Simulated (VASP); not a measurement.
# Si (Pm-3m) in VASP: notebook

The runs below take Si through single point, with LDA.

Program: VASP 6.6.1. These are calculated values, not measurements. Logs are shortened: lines on timing, memory, paths and dates and some standing lists are left out, and cuts for length are marked.

## Step 1: The cell of the first run

The structure is cubic, space group Pm-3m (No. 221). Conventional cell: a = 2.011 Å, b = 2.011 Å, c = 2.011 Å, α = 90.00°, β = 90.00°, γ = 90.00°. Within 2.7 Å of Si (site symmetry m-3m) lie 6 Si at 2.01 Å.

## Step 2: Single point, LDA (volume scaled by 0.52)

INCAR

```
SYSTEM = Si
ALGO = Normal ; EDIFF = 1E-6
ENCUT = 520 ; GGA = CA
ISIF = 2 ; ISMEAR = -1
LASPH = .True. ; LCHARG = .False.
LREAL = .False. ; LWAVE = .False.
NBANDS = 8 ; NELM = 100
PREC = Accurate ; SIGMA = 0.1
```

KPOINTS

```
k-points
0
Gamma
  16 16 16
  0 0 0
```

POSCAR

```
Si
1.0
    2.0109279408      0.0000000000      0.0000000000
    0.0000000000      2.0109279408      0.0000000000
    0.0000000000      0.0000000000      2.0109279408
Si
1
Direct
    0.0000000000      0.0000000000      0.0000000000
```

Potentials or basis: VASP PAW LDA potentials, release 64 (Si).

The run is started by

```sh
> cat potpaw_LDA.64/Si/POTCAR > POTCAR
> mpirun -np 1 vasp_std > vasp.out
```

OUTCAR:

```text
SYSTEM = Si
   EDIFF = 1E-6
   ENCUT = 520
   GGA = CA
   ISIF = 2
   ISMEAR = -1
   LASPH = .True.
   LREAL = .False.
   NELM = 100
   PREC = Accurate

 ion  position               nearest neighbor table
   1  0.000  0.000  0.000-

  LATTYP: Found a simple cubic cell.
 ALAT       =     2.0109279408

  Lattice vectors:

 A1 = (   2.0109279408,   0.0000000000,   0.0000000000)
 A2 = (   0.0000000000,   2.0109279408,   0.0000000000)
 A3 = (   0.0000000000,   0.0000000000,   2.0109279408)

Analysis of symmetry for initial positions (statically):
=====================================================================
 Subroutine PRICEL returns:
 Original cell was already a primitive cell.

 Routine SETGRP: Setting up the symmetry group for a
 simple cubic supercell.

 Subroutine GETGRP returns: Found 48 space group operations
 (whereof 48 operations were pure point group operations)
 out of a pool of 48 trial point group operations.

The static configuration has the point symmetry O_h .

Analysis of symmetry for dynamics (positions and initial velocities):
=====================================================================
 Subroutine PRICEL returns:
 Original cell was already a primitive cell.

 Routine SETGRP: Setting up the symmetry group for a
 simple cubic supercell.

 Subroutine GETGRP returns: Found 48 space group operations
 (whereof 48 operations were pure point group operations)
 out of a pool of 48 trial point group operations.

The dynamic configuration has the point symmetry O_h .

 Subroutine INISYM returns: Found 48 space group operations
 (whereof 48 operations are pure point group operations),
 and found     1 'primitive' translations

----------------------------------------------------------------------------------------

                                     Primitive cell

  volume of cell :       8.1319

  direct lattice vectors                    reciprocal lattice vectors
     2.010927941  0.000000000  0.000000000     0.497282861  0.000000000  0.000000000
     0.000000000  2.010927941  0.000000000     0.000000000  0.497282861  0.000000000
     0.000000000  0.000000000  2.010927941     0.000000000  0.000000000  0.497282861

  length of vectors
     2.010927941  2.010927941  2.010927941     0.497282861  0.497282861  0.497282861

  position of ions in fractional coordinates (direct lattice)
     0.000000000  0.000000000  0.000000000

  ion indices of the primitive-cell ions
   primitive index   ion index
[... 70 lines left out ...]
   LASPH  =      T    aspherical Exc in radial PAW
   ENCUT  =  520.0 eV  38.22 Ry    6.18 a.u.   3.74  3.74  3.74*2*pi/ulx,y,z
   NELM   =    100;   NELMIN=  2; NELMDL= -5     # of ELM steps
   EDIFF  = 0.1E-05   stopping-criterion for ELM
   LREAL  =      F    real-space projection
   EDIFFG = 0.1E-04   stopping-criterion for IOM
   NSW    =      0    number of steps for IOM
   IBRION =     -1    ionic relax: 0-MD 1-quasi-New 2-CG
   NFREE  =      0    steps in history (QN), initial steepest desc. (CG)
   ISIF   =      2    stress and relaxation
   ISYM   =      2    0-nonsym 1-usesym 2-fastsym
   POTIM  = 0.5000    time-step for ionic-motion
   TEBEG  =    0.0;   TEEND  =   0.0 temperature during run
   PSTRESS=    0.0 pullay stress
   NELECT =       4.0000    total number of electrons
   NUPDOWN=      -1.0000    fix difference up-down
   EMIN   =  10.00;   EMAX   =-10.00  energy-range for DOS
   EFERMI =   0.00;   METHOD = LEGACY
   ISMEAR =    -1;   SIGMA  =   0.10  broadening in eV -4-tet -1-fermi 0-gaus
   EFERMI_NEDOS =   21; number of points for ismear=-14 and -15
   IALGO  =     38    algorithm
   IMIX   =      4    mixing-type and parameters
     AMIX     =   0.40;   BMIX     =  1.00
     AMIX_MAG =   1.60;   BMIX_MAG =  1.00
  volume/ion in A,a.u.               =       8.13        54.88
  Fermi-wavevector in a.u.,A,eV,Ry     =   1.292305  2.442102 22.722436  1.670052
  Thomas-Fermi vector in A             =   2.424021
   LORBIT       =      0    0 simple, 1 ext, 2 COOP (PROOUT), +10 PAW based schemes
   GGA     = CA    functional components
   LHFCALC =     F    Hartree Fock is set to
   AEXX    =    0.0000 exact exchange contribution
   IVDW    =     0    specifies the selected vdW correction
   LEPSILON=     F    determine dielectric tensor
   LRPA    =     F    only Hartree local field effects (RPA)
 non-spin polarized calculation
  energy-cutoff  :      520.00
  volume of cell :        8.13
 maximum number of plane-waves:       228
 NGX is ok and might be reduce to    16
   NGX =  7   NGY =  7   NGZ =  7

 number of electron       4.0000000 magnetization

 Free energy of the ion-electron system (eV)
  ---------------------------------------------------
  ext. energy  EPLUGINS =         0.00000000
  ---------------------------------------------------
  free energy    TOTEN  =        -2.11225307 eV

  energy without entropy =       -2.10344163  energy(sigma->0) =       -2.10784735

 E-fermi :  19.2597     XC(G=0): -13.6792

 val. band max:       19.1729326748   @ k =   0.5000   0.4375   0.1875
 cond. band min:      19.2602737052   @ k =   0.5000   0.4375   0.4375
 fundamental gap:      0.0873410303
 Fermi energy:        19.2596828028

 k-point     1 :       0.0000    0.0000    0.0000
  band No.  band energies     occupation
      1      -1.0037      2.00000
      2      26.7610      0.00000
      3      26.7610      0.00000
      4      32.8959      0.00000
      5      32.8959      0.00000
      6      32.8959      0.00000
      7      46.1517      0.00000
      8      55.7566      0.00000
[... 243 lines left out ...]
 k-point    24 :       0.5000    0.1250    0.0000
  band No.  band energies     occupation
      1       7.8211      2.00000
      2       8.3502      2.00000
      3      29.2289      0.00000
      4      32.6500      0.00000
      5      38.6570      0.00000
      6      40.8131      0.00000
      7      41.7343      0.00000
      8      44.7288      0.00000

 [... further k-points ...]
[... 5 lines left out ...]
  --------------------------------------------------------------------------------------
  -------------------------------------------------------------------------------------
  Total       13.1202285     13.1202285     13.1202285      0.0000000     -0.0000000      0.0000000
  in kB     2585.0113586   2585.0113586   2585.0113586      0.0000000     -0.0000000      0.0000000
  external PRESSURE =    2585.0113586 kB  Pullay stress =       0.0000000 kB

 VOLUME and BASIS-vectors are now :
 -----------------------------------------------------------------------------
  energy-cutoff  :      520.00
  volume of cell :        8.13
      direct lattice vectors                 reciprocal lattice vectors
     2.010927941  0.000000000  0.000000000     0.497282861  0.000000000  0.000000000
     0.000000000  2.010927941  0.000000000     0.000000000  0.497282861  0.000000000
     0.000000000  0.000000000  2.010927941     0.000000000  0.000000000  0.497282861

 POSITION                                       TOTAL-FORCE (eV/Angst)
 -----------------------------------------------------------------------------------
      0.00000      0.00000      0.00000         0.000000      0.000000      0.000000
 -----------------------------------------------------------------------------------
    total drift:                               -0.000000     -0.000000     -0.000000

  FREE ENERGIE OF THE ION-ELECTRON SYSTEM (eV)
  ---------------------------------------------------
  free  energy   TOTEN  =        -2.1122530747 eV

  energy  without entropy=       -2.1034416316  energy(sigma->0) =       -2.10784735
```

Wall time 3.4 s (1 thread of Intel Xeon Platinum 8488C (Sapphire Rapids), shared host); peak memory 0.11 GiB.

What came out:

```yaml
Free_energy: -2.1123 eV
Pressure: 258.5 GPa
Band_gap_on_the_k_mesh: zero (band 2 reaches 26.76 eV, above the bottom of band 3 at 16.66 eV)
```

Levels at points of the mesh, in eV from the Fermi level:
```csv
k point,band 1,band 2,band 3,band 4,band 5
"(0.00, 0.00, 0.00)",-20.26,7.50,7.50,13.64,13.64
"(0.50, 0.00, 0.00)",-11.94,-11.44,11.96,18.93,18.93
"(0.50, 0.50, 0.00)",-4.81,-4.81,-2.60,-1.28,23.50
"(0.50, 0.50, 0.50)",2.29,2.29,2.29,3.44,3.44
```

## Step 3: Single point, LDA (volume scaled by 0.52)

INCAR

```
SYSTEM = Si
ALGO = Normal
EDIFF = 1E-6
ENCUT = 520
ISIF = 2
ISMEAR = -1
LASPH = .TRUE.
LCHARG = .FALSE.
LREAL = .FALSE.
LWAVE = .FALSE.
NBANDS = 8
NELM = 80
PREC = Accurate
SIGMA = 0.1
```

KPOINTS

```
k-points
0
G
  16 16 16
  0 0 0
```

POSCAR is that of step 2.

Potentials or basis: VASP PAW LDA potentials, release 64 (Si).

The run is started by

```sh
> cat potpaw_LDA.64/Si/POTCAR > POTCAR
> mpirun -np 1 vasp_std > vasp.out
```

OUTCAR:

```text
SYSTEM = Si
   EDIFF = 1E-6
   ENCUT = 520
   ISIF = 2
   ISMEAR = -1
   LASPH = .TRUE.
   LREAL = .FALSE.
   NELM = 80
   PREC = Accurate

 ion  position               nearest neighbor table
   1  0.000  0.000  0.000-

  LATTYP: Found a simple cubic cell.
 ALAT       =     2.0109279408

  Lattice vectors:

 A1 = (   2.0109279408,   0.0000000000,   0.0000000000)
 A2 = (   0.0000000000,   2.0109279408,   0.0000000000)
 A3 = (   0.0000000000,   0.0000000000,   2.0109279408)

Analysis of symmetry for initial positions (statically):
=====================================================================
 Subroutine PRICEL returns:
 Original cell was already a primitive cell.

 Routine SETGRP: Setting up the symmetry group for a
 simple cubic supercell.

 Subroutine GETGRP returns: Found 48 space group operations
 (whereof 48 operations were pure point group operations)
 out of a pool of 48 trial point group operations.

The static configuration has the point symmetry O_h .

Analysis of symmetry for dynamics (positions and initial velocities):
=====================================================================
 Subroutine PRICEL returns:
 Original cell was already a primitive cell.

 Routine SETGRP: Setting up the symmetry group for a
[... 152 lines left out ...]
 E-fermi :  19.2597     XC(G=0): -13.6792

 val. band max:       19.1729326748   @ k =   0.5000   0.4375   0.1875
 cond. band min:      19.2602737052   @ k =   0.5000   0.4375   0.4375
 fundamental gap:      0.0873410303
 Fermi energy:        19.2596828028

 k-point     1 :       0.0000    0.0000    0.0000
  band No.  band energies     occupation
      1      -1.0037      2.00000
      2      26.7610      0.00000
      3      26.7610      0.00000
      4      32.8959      0.00000
      5      32.8959      0.00000
      6      32.8959      0.00000
      7      46.1517      0.00000
      8      55.7566      0.00000
[... 243 lines left out ...]
 k-point    24 :       0.5000    0.1250    0.0000
  band No.  band energies     occupation
      1       7.8211      2.00000
      2       8.3502      2.00000
      3      29.2289      0.00000
      4      32.6500      0.00000
      5      38.6570      0.00000
      6      40.8131      0.00000
      7      41.7343      0.00000
      8      44.7288      0.00000

 [... further k-points ...]
[... 5 lines left out ...]
  --------------------------------------------------------------------------------------
  -------------------------------------------------------------------------------------
  Total       13.1202285     13.1202285     13.1202285      0.0000000     -0.0000000      0.0000000
  in kB     2585.0113586   2585.0113586   2585.0113586      0.0000000     -0.0000000      0.0000000
  external PRESSURE =    2585.0113586 kB  Pullay stress =       0.0000000 kB

 VOLUME and BASIS-vectors are now :
 -----------------------------------------------------------------------------
  energy-cutoff  :      520.00
  volume of cell :        8.13
      direct lattice vectors                 reciprocal lattice vectors
     2.010927941  0.000000000  0.000000000     0.497282861  0.000000000  0.000000000
     0.000000000  2.010927941  0.000000000     0.000000000  0.497282861  0.000000000
     0.000000000  0.000000000  2.010927941     0.000000000  0.000000000  0.497282861

 POSITION                                       TOTAL-FORCE (eV/Angst)
 -----------------------------------------------------------------------------------
      0.00000      0.00000      0.00000         0.000000      0.000000      0.000000
 -----------------------------------------------------------------------------------
    total drift:                               -0.000000     -0.000000     -0.000000

  FREE ENERGIE OF THE ION-ELECTRON SYSTEM (eV)
  ---------------------------------------------------
  free  energy   TOTEN  =        -2.1122530747 eV

  energy  without entropy=       -2.1034416316  energy(sigma->0) =       -2.10784735
```

OSZICAR:

```text
N       E                     dE             d eps       ncg     rms          rms(c)
DAV:   1     0.153079135750E+00    0.15308E+00   -0.21348E+03  3312   0.400E+02
DAV:   2    -0.222401684688E+01   -0.23771E+01   -0.22823E+01  3720   0.338E+01
DAV:   3    -0.223182915808E+01   -0.78123E-02   -0.78041E-02  2992   0.195E+00
DAV:   4    -0.223183399824E+01   -0.48402E-05   -0.48388E-05  4128   0.465E-02
DAV:   5    -0.223183400003E+01   -0.17948E-08   -0.17062E-08  2912   0.508E-04    0.850E+00
DAV:   6    -0.215371122566E+01    0.78123E-01   -0.61068E-03  3464   0.460E-01    0.499E+00
DAV:   7    -0.211237586113E+01    0.41335E-01   -0.10219E-02  3400   0.615E-01    0.206E-01
DAV:   8    -0.211225371814E+01    0.12214E-03   -0.20931E-04  3200   0.921E-02    0.608E-02
DAV:   9    -0.211225307470E+01    0.64345E-06   -0.33919E-06  3712   0.112E-02
   1 F= -.21122531E+01 E0= -.21078474E+01  d E =-.881144E-02
```

stdout:

```text
POSCAR found type information on POSCAR Si
 POSCAR found :  1 types and       1 ions
 scaLAPACK will be used
 LDA part: xc-table for (Slater(with rela. corr.)+CA(PZ))
 , standard interpolation
 POSCAR, INCAR and KPOINTS ok, starting setup
 FFT: planning ... GRIDC
 FFT: planning ... GRID_SOFT
 FFT: planning ... GRID
 WAVECAR not read
 entering main loop
```

Run time: 3.4 s. Hardware: 1 thread of Intel Xeon Platinum 8488C (Sapphire Rapids), shared host; peak memory 0.11 GiB.

Results:

```
Free energy            : -2.1123 eV
Pressure               : 258.5 GPa
Band gap on the k mesh : zero (band 2 reaches 26.76 eV, above the bottom of band 3 at 16.66 eV)
```
